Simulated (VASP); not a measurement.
# MgO (Fm-3m) in VASP: notebook

The runs below take MgO through relaxation of cell and atoms, single point, with PBE.

Everything below comes from runs of VASP 6.6.1. Logs are shortened: lines on timing, memory, paths and dates and some standing lists are left out, and cuts for length are marked.

### Step 1. The cell of the first run

It takes space group Fm-3m (No. 225, cubic). The conventional cell has a = 4.254 Å, b = 4.254 Å, c = 4.254 Å, α = 90.00°, β = 90.00°, γ = 90.00°. Within 2.8 Å of Mg (site symmetry m-3m) lie 6 O at 2.13 Å. O (site symmetry m-3m) has 6 Mg at 2.13 Å within 2.8 Å.

### Step 2. Relaxation of cell and atoms, PBE, target pressure 9 GPa, at which the enthalpy is minimised

File INCAR:

```
PREC = Accurate
ENCUT = 600
EDIFF = 1E-7
ISMEAR = 0
SIGMA = 0.01
LREAL = False
LASPH = True
NELM = 120
ALGO = Normal
ISIF = 3
LWAVE = False
LCHARG = False
GGA = PE
IBRION = 2
NSW = 80
EDIFFG = -0.001
PSTRESS = 90.0
GGA_COMPAT = False
NELMIN = 4
```

File KPOINTS:

```
Automatic mesh
0
Gamma
  10 10 10
```

File POSCAR:

```
MgO
1.0
    0.0000000000      2.1269229054      2.1269229054
    2.1269229054      0.0000000000      2.1269229054
    2.1269229054      2.1269229054      0.0000000000
Mg O
1 1
Direct
    0.0000000000      0.0000000000      0.0000000000
    0.5000000000      0.5000000000      0.5000000000
```

Potentials or basis: VASP PAW PBE potentials, release 64 (Mg, O).

The run is started by

```
$ cat potpaw_PBE.64/Mg/POTCAR potpaw_PBE.64/O/POTCAR > POTCAR
$ mpirun -np 1 vasp_std > vasp.out
```

OUTCAR:

```text
PREC = Accurate
   ENCUT = 600
   EDIFF = 1E-7
   ISMEAR = 0
   LREAL = False
   LASPH = True
   NELM = 120
   ISIF = 3
   GGA = PE
   IBRION = 2
   NSW = 80
   EDIFFG = -0.001
   PSTRESS = 90.0
   NELMIN = 4

 ion  position               nearest neighbor table
   1  0.000  0.000  0.000-   2 2.13   2 2.13   2 2.13   2 2.13   2 2.13   2 2.13
   2  0.500  0.500  0.500-   1 2.13   1 2.13   1 2.13   1 2.13   1 2.13   1 2.13

  LATTYP: Found a face centered cubic cell.
 ALAT       =     4.2538458108

  Lattice vectors:

 A1 = (   0.0000000000,   2.1269229054,   2.1269229054)
 A2 = (   2.1269229054,   0.0000000000,   2.1269229054)
 A3 = (   2.1269229054,   2.1269229054,   0.0000000000)

Analysis of symmetry for initial positions (statically):
=====================================================================
 Subroutine PRICEL returns:
 Original cell was already a primitive cell.

 Routine SETGRP: Setting up the symmetry group for a
 face centered cubic supercell.

 Subroutine GETGRP returns: Found 48 space group operations
 (whereof 48 operations were pure point group operations)
 out of a pool of 48 trial point group operations.

The static configuration has the point symmetry O_h .

Analysis of symmetry for dynamics (positions and initial velocities):
=====================================================================
 Subroutine PRICEL returns:
 Original cell was already a primitive cell.

 Routine SETGRP: Setting up the symmetry group for a
 face centered cubic supercell.

 Subroutine GETGRP returns: Found 48 space group operations
 (whereof 48 operations were pure point group operations)
 out of a pool of 48 trial point group operations.

The dynamic configuration has the point symmetry O_h .

 Subroutine INISYM returns: Found 48 space group operations
 (whereof 48 operations are pure point group operations),
 and found     1 'primitive' translations

----------------------------------------------------------------------------------------

                                     Primitive cell

  volume of cell :      19.2436

  direct lattice vectors                    reciprocal lattice vectors
     0.000000000  2.126922905  2.126922905    -0.235081393  0.235081393  0.235081393
     2.126922905  0.000000000  2.126922905     0.235081393 -0.235081393  0.235081393
     2.126922905  2.126922905  0.000000000     0.235081393  0.235081393 -0.235081393

  length of vectors
     3.007923219  3.007923219  3.007923219     0.407172917  0.407172917  0.407172917

  position of ions in fractional coordinates (direct lattice)
     0.000000000  0.000000000  0.000000000
     0.500000000  0.500000000  0.500000000

  ion indices of the primitive-cell ions
   primitive index   ion index
                 1           1
                 2           2

----------------------------------------------------------------------------------------

 KPOINTS: Automatic mesh

Automatic generation of k-mesh.
 Grid dimensions read from file:
 generate k-points for:   10   10   10

 Generating k-lattice:

  Cartesian coordinates                     Fractional coordinates (reciprocal lattice)
    -0.023508139  0.023508139  0.023508139     0.100000000  0.000000000  0.000000000
     0.023508139 -0.023508139  0.023508139     0.000000000  0.100000000  0.000000000
     0.023508139  0.023508139 -0.023508139     0.000000000  0.000000000  0.100000000

  Length of vectors
     0.040717292  0.040717292  0.040717292

  Shift w.r.t. Gamma in fractional coordinates (k-lattice)
     0.000000000  0.000000000  0.000000000

 Subroutine IBZKPT returns following result:
 ===========================================

 Found     47 irreducible k-points:

 Following reciprocal coordinates:
            Coordinates               Weight
  0.000000  0.000000  0.000000      1.000000
  0.100000  0.000000  0.000000      8.000000
  0.200000  0.000000  0.000000      8.000000
  0.300000  0.000000  0.000000      8.000000
  0.400000  0.000000  0.000000      8.000000
  0.500000  0.000000  0.000000      4.000000
[... 16 lines left out ...]
  0.300000  0.300000  0.000000      6.000000
  0.400000  0.300000  0.000000     24.000000
 [... further k-points ...]
   k-points           NKPTS =     47   k-points in BZ     NKDIM =     47   number of bands    NBANDS=      8
   number of dos      NEDOS =    301   number of ions     NIONS =      2
   total plane-waves  NPLWV =  13824
   dimension x,y,z NGX =    24 NGY =   24 NGZ =   24
   dimension x,y,z NGXF=    48 NGYF=   48 NGZF=   48
   ions per type =               1   1
   NGX,Y,Z   is equivalent  to a cutoff of  13.26, 13.26, 13.26 a.u.
   NGXF,Y,Z  is equivalent  to a cutoff of  26.53, 26.53, 26.53 a.u.
 SYSTEM =  unknown system
   PREC   = accura    normal or accurate (medium, high low for compatibility)
   ISTART =      0    job   : 0-new  1-cont  2-samecut
   ICHARG =      2    charge: 1-file 2-atom 10-const
   ISPIN  =      1    spin polarized calculation?
   LNONCOLLINEAR =      F non collinear calculations
   LSORBIT =      F    spin-orbit coupling
   LASPH  =      T    aspherical Exc in radial PAW
   ENCUT  =  600.0 eV  44.10 Ry    6.64 a.u.   6.01  6.01  6.01*2*pi/ulx,y,z
   NELM   =    120;   NELMIN=  4; NELMDL= -5     # of ELM steps
   EDIFF  = 0.1E-06   stopping-criterion for ELM
   LREAL  =      F    real-space projection
   EDIFFG = -.1E-02   stopping-criterion for IOM
   NSW    =     80    number of steps for IOM
   IBRION =      2    ionic relax: 0-MD 1-quasi-New 2-CG
   NFREE  =      1    steps in history (QN), initial steepest desc. (CG)
   ISIF   =      3    stress and relaxation
   ISYM   =      2    0-nonsym 1-usesym 2-fastsym
   POTIM  = 0.5000    time-step for ionic-motion
   TEBEG  =    0.0;   TEEND  =   0.0 temperature during run
   PSTRESS=   90.0 pullay stress
   NELECT =       8.0000    total number of electrons
   NUPDOWN=      -1.0000    fix difference up-down
   EMIN   =  10.00;   EMAX   =-10.00  energy-range for DOS
   EFERMI =   0.00;   METHOD = LEGACY
   ISMEAR =     0;   SIGMA  =   0.01  broadening in eV -4-tet -1-fermi 0-gaus
   EFERMI_NEDOS =   21; number of points for ismear=-14 and -15
   IALGO  =     38    algorithm
   IMIX   =      4    mixing-type and parameters
     AMIX     =   0.40;   BMIX     =  1.00
     AMIX_MAG =   1.60;   BMIX_MAG =  1.00
  volume/ion in A,a.u.               =       9.62        64.93
  Fermi-wavevector in a.u.,A,eV,Ry     =   1.221827  2.308918 20.311613  1.492861
  Thomas-Fermi vector in A             =   2.356996
   LORBIT       =      0    0 simple, 1 ext, 2 COOP (PROOUT), +10 PAW based schemes
   GGA     = PE    functional components
   LHFCALC =     F    Hartree Fock is set to
   AEXX    =    0.0000 exact exchange contribution
   IVDW    =     0    specifies the selected vdW correction
   LEPSILON=     F    determine dielectric tensor
   LRPA    =     F    only Hartree local field effects (RPA)
 conjugate gradient relaxation of ions
 non-spin polarized calculation
 Gauss-broadening in eV      SIGMA  =   0.01
  energy-cutoff  :      600.00
  volume of cell :       19.24
 maximum number of plane-waves:       656
   NGX = 13   NGY = 13   NGZ = 13

--------------------------------------- Ionic step        1  -------------------------------------------

 number of electron       8.0000004 magnetization

 Free energy of the ion-electron system (eV)
  ---------------------------------------------------
  ext. energy  EPLUGINS =         0.00000000
  ---------------------------------------------------
  free energy    TOTEN  =       -11.91482239 eV

  energy without entropy =      -11.91482239  energy(sigma->0) =      -11.91482239

------------------------ aborting loop because EDIFF is reached ----------------------------------------

  FORCE on cell =-STRESS in cart. coord.  units (eV):
  Direction    XX          YY          ZZ          XY          YZ          ZX
  --------------------------------------------------------------------------------------
  -------------------------------------------------------------------------------------
  Total       -0.1213338     -0.1213338     -0.1213338     -0.0000000      0.0000000      0.0000000
  in kB      -10.1019923    -10.1019923    -10.1019923     -0.0000000      0.0000000      0.0000000
  external PRESSURE =    -100.1019923 kB  Pullay stress =      90.0000000 kB
[... 61 lines left out ...]
  enthalpy is  TOTEN    =       -10.8613157463 eV   P V=        0.9896303676

--------------------------------------- Ionic step        3  -------------------------------------------

 number of electron       8.0000002 magnetization

 Free energy of the ion-electron system (eV)
  ---------------------------------------------------
  ext. energy  EPLUGINS =         0.00000000
  ---------------------------------------------------
  free energy    TOTEN  =       -11.88878547 eV

  energy without entropy =      -11.88878547  energy(sigma->0) =      -11.88878547

 E-fermi :   3.5088     XC(G=0): -11.2207

 val. band max:        3.4120452588   @ k =   0.0000   0.0000   0.0000
 cond. band min:       8.4373174179   @ k =   0.0000   0.0000   0.0000
 fundamental gap:      5.0252721591
 Fermi energy:         3.5087724461

 k-point     1 :       0.0000    0.0000    0.0000
  band No.  band energies     occupation
      1     -14.0058      2.00000
      2       3.4120      2.00000
      3       3.4120      2.00000
      4       3.4120      2.00000
      5       8.4373      0.00000
      6      19.3848      0.00000
      7      19.3848      0.00000
      8      19.3848      0.00000
[... 243 lines left out ...]
 k-point    24 :       0.4000    0.3000    0.0000
  band No.  band energies     occupation
      1     -12.6991      2.00000
      2      -0.2610      2.00000
      3       2.0658      2.00000
      4       2.2923      2.00000
      5      13.2572      0.00000
      6      13.7197      0.00000
      7      17.3395      0.00000
      8      21.9900      0.00000

 [... further k-points ...]

------------------------ aborting loop because EDIFF is reached ----------------------------------------

  FORCE on cell =-STRESS in cart. coord.  units (eV):
  Direction    XX          YY          ZZ          XY          YZ          ZX
  --------------------------------------------------------------------------------------
  -------------------------------------------------------------------------------------
  Total        1.0172677      1.0172677      1.0172677      0.0000000      0.0000000      0.0000000
  in kB       89.8895699     89.8895699     89.8895699      0.0000000      0.0000000      0.0000000
  external PRESSURE =      -0.1104301 kB  Pullay stress =      90.0000000 kB
[... 17 lines left out ...]
  FREE ENERGIE OF THE ION-ELECTRON SYSTEM (eV)
  ---------------------------------------------------
  free  energy   TOTEN  =       -11.8887854711 eV

  energy  without entropy=      -11.8887854711  energy(sigma->0) =      -11.88878547

  enthalpy is  TOTEN    =       -10.8702680184 eV   P V=        1.0185174527

 reached required accuracy - stopping structural energy minimisation
```

It took 6.6 s on 1 thread of Intel Xeon 6975P-C (Granite Rapids), shared host; peak memory 0.15 GiB.

Results:

- Free energy: -11.8888 eV
- Relaxed volume: 9.07 Å³/atom
- Relaxed cell: a = 2.949 Å, b = 2.949 Å, c = 2.949 Å, α = 60.00°, β = 60.00°, γ = 60.00°
- Space group after relaxing (to 0.05 Å): Fm-3m (No. 225)
- Energy change on relaxing (the enthalpy is what falls): +13.0 meV/atom
- Ionic steps: 3
- Pressure after relaxing: 9.0 GPa
- Band gap on the k mesh: 5.03 eV, direct

Step by step:
| step | energy change (eV) | largest force (eV/Å) | pressure (GPa) | volume (Å³) |
| --- | --- | --- | --- | --- |
| 1 | 0.0000 | 0.0000 | -1.01 | 19.24 |
| 2 | 0.0639 | 0.0000 | 14.73 | 17.62 |
| 3 | 0.0260 | 0.0000 | 8.99 | 18.13 |

Final structure:
```cif
data_structure
_symmetry_space_group_name_H-M 'P 1'
_symmetry_Int_Tables_number 1
_cell_length_a 2.9488
_cell_length_b 2.9488
_cell_length_c 2.9488
_cell_angle_alpha 60.000
_cell_angle_beta 60.000
_cell_angle_gamma 60.000
_cell_volume 18.13
loop_
_atom_site_label
_atom_site_type_symbol
_atom_site_fract_x
_atom_site_fract_y
_atom_site_fract_z
_atom_site_occupancy
Mg1 Mg 0.00000 0.00000 0.00000 1
O1 O 0.50000 0.50000 0.50000 1
```

Caveat: the cell is relaxed towards a set pressure, so the enthalpy falls and the energy may rise.

### Step 3. Relaxation of cell and atoms, PBE, target pressure -3 GPa, at which the enthalpy is minimised

File INCAR:

```
SYSTEM = MgO
PREC = Accurate ; ENCUT = 600
EDIFF = 1E-7 ; ISMEAR = 0
SIGMA = 0.01 ; LREAL = .FALSE.
LASPH = .TRUE. ; NELM = 120
ALGO = Normal ; ISIF = 3
LWAVE = .FALSE. ; LCHARG = .FALSE.
GGA = PE ; IBRION = 2
NSW = 80 ; EDIFFG = -0.001
PSTRESS = -30.0 ; GGA_COMPAT = .FALSE.
NELMIN = 4
```

File KPOINTS:

```
regular mesh
0
G
  10 10 10
  0 0 0
```

POSCAR is that of step 2.

Potentials or basis: VASP PAW PBE potentials, release 64 (Mg, O).

The run is started by

```
$ cat potpaw_PBE.64/Mg/POTCAR potpaw_PBE.64/O/POTCAR > POTCAR
$ mpirun -np 1 vasp_std > vasp.out
```

Wall time 6.2 s (1 thread of Intel Xeon 6975P-C (Granite Rapids), shared host); peak memory 0.14 GiB.

Results (log left out):

| Quantity | Value |
| --- | --- |
| Free energy | -11.9114 eV |
| Relaxed volume | 9.76 Å³/atom |
| Relaxed cell | a = 3.022 Å, b = 3.022 Å, c = 3.022 Å, α = 60.00°, β = 60.00°, γ = 60.00° |
| Space group after relaxing (to 0.05 Å) | Fm-3m (No. 225) |
| Energy change on relaxing (the enthalpy is what falls) | +1.7 meV/atom |
| Ionic steps | 3 |
| Pressure after relaxing | -3.0 GPa |
| Band gap on the k mesh | 4.31 eV, direct |

The path:
```
step  energy change (eV)  largest force (eV/Å)  pressure (GPa)  volume (Å³)
   1              0.0000                0.0000           -1.01        19.24
   2              0.0046                0.0000           -3.43        19.58
   3              0.0034                0.0000           -3.01        19.52
```

Final structure:
```
CELL_PARAMETERS angstrom
0.00000 2.13700 2.13700
2.13700 0.00000 2.13700
2.13700 2.13700 0.00000
ATOMIC_POSITIONS crystal
Mg 0.00000 0.00000 0.00000
O 0.50000 0.50000 0.50000
```

Levels at points of the mesh, in eV from the valence-band top:
| k point | band 1 | band 2 | band 3 | band 4 | band 5 | band 6 | band 7 | band 8 |
| --- | --- | --- | --- | --- | --- | --- | --- | --- |
| (0.00, 0.00, 0.00) | -17.04 | 0.00 | 0.00 | 0.00 | 4.31 | 15.55 | 15.55 | 15.55 |
| (0.50, 0.00, 0.00) | -15.87 | -4.43 | -0.61 | -0.61 | 7.62 | 12.11 | 15.86 | 15.86 |
| (0.50, 0.50, 0.00) | -15.63 | -3.91 | -1.29 | -1.29 | 9.07 | 9.50 | 12.64 | 18.31 |

Caveat: the cell is relaxed towards a set pressure, so the enthalpy falls and the energy may rise. Zero-point motion and thermal expansion aren't in these numbers.

### Step 4. Single point, PBE

This run uses another cell than the first one, of 9.17 Å³/atom, 0.953 times its volume.

File INCAR:

```
SYSTEM = MgO
PREC     = Accurate       ! precision mode
ENCUT    = 600            ! plane-wave cutoff, eV
EDIFF    = 1E-6           ! SCF threshold, eV
ISMEAR   = 0              ! smearing method
SIGMA    = 0.01           ! smearing width, eV
LREAL    = .FALSE.        ! projectors in reciprocal space
LASPH    = .TRUE.         ! aspherical terms in the spheres
NELM     = 120            ! most SCF steps
ALGO     = Normal         ! electronic algorithm
ISIF     = 2              ! what is computed and relaxed
LWAVE    = .FALSE.        ! write WAVECAR
LCHARG   = .FALSE.        ! write CHGCAR
GGA      = PE             ! functional
NBANDS   = 11             ! bands
GGA_COMPAT= .FALSE.
```

KPOINTS is that of step 3.

File POSCAR:

```
MgO
1.0
    0.0000000000      2.0927575063      2.0927575063
    2.0927575063      0.0000000000      2.0927575063
    2.0927575063      2.0927575063      0.0000000000
Mg O
1 1
Direct
    0.0000000000      0.0000000000      0.0000000000
    0.5000000000      0.5000000000      0.5000000000
```

The run is started by

```
$ cat potpaw_PBE.64/Mg/POTCAR potpaw_PBE.64/O/POTCAR > POTCAR
$ mpirun -np 1 vasp_std > vasp.out
```

It took 4.3 s on 1 thread of Intel Xeon 6975P-C (Granite Rapids), shared host; peak memory 0.14 GiB.

The run converged. Its results:

| Property | Result |
| --- | --- |
| Free energy | -11.8964 eV |
| Pressure | 7.0 GPa |
| Band gap on the k mesh | 4.91 eV, direct |

Levels at points of the mesh, in eV from the valence-band top:
| k point | band 1 | band 2 | band 3 | band 4 | band 5 | band 6 | band 7 | band 8 | band 9 |
| --- | --- | --- | --- | --- | --- | --- | --- | --- | --- |
| (0.00, 0.00, 0.00) | -17.36 | 0.00 | 0.00 | 0.00 | 4.91 | 15.91 | 15.91 | 15.91 | 19.88 |
| (0.50, 0.00, 0.00) | -16.03 | -4.70 | -0.67 | -0.67 | 8.02 | 12.82 | 16.51 | 16.51 | 21.18 |
| (0.50, 0.50, 0.00) | -15.76 | -4.16 | -1.37 | -1.37 | 9.14 | 10.18 | 13.30 | 19.26 | 19.26 |

A hybrid or GW would open this gap; PBE tends to underestimate it.

### Step 5. Summary

```tsv
task	cell	gap on the mesh (eV)	pressure (GPa)
relaxation of cell and atoms	relaxed to 9 GPa from a = 3.008 Å, angles 60.0°, 2 atoms	5.03	9.0
relaxation of cell and atoms	relaxed to -3 GPa from a = 3.008 Å, angles 60.0°, 2 atoms	4.31	-3.0
single point	a = 2.960 Å, angles 60.0°, 2 atoms	4.91	7.0
```

Alike in all rows: level PBE; potentials or basis VASP PAW PBE potentials, release 64 (Mg, O); no spin polarisation; k mesh 10 × 10 × 10; cutoff (eV) 600; smearing gaussian 0.01 eV.

Caveats: the cell is relaxed towards a set pressure, so the enthalpy falls and the energy may rise (some runs).

Total energies depend on the potentials used, so only differences within one code and one set of settings carry meaning.
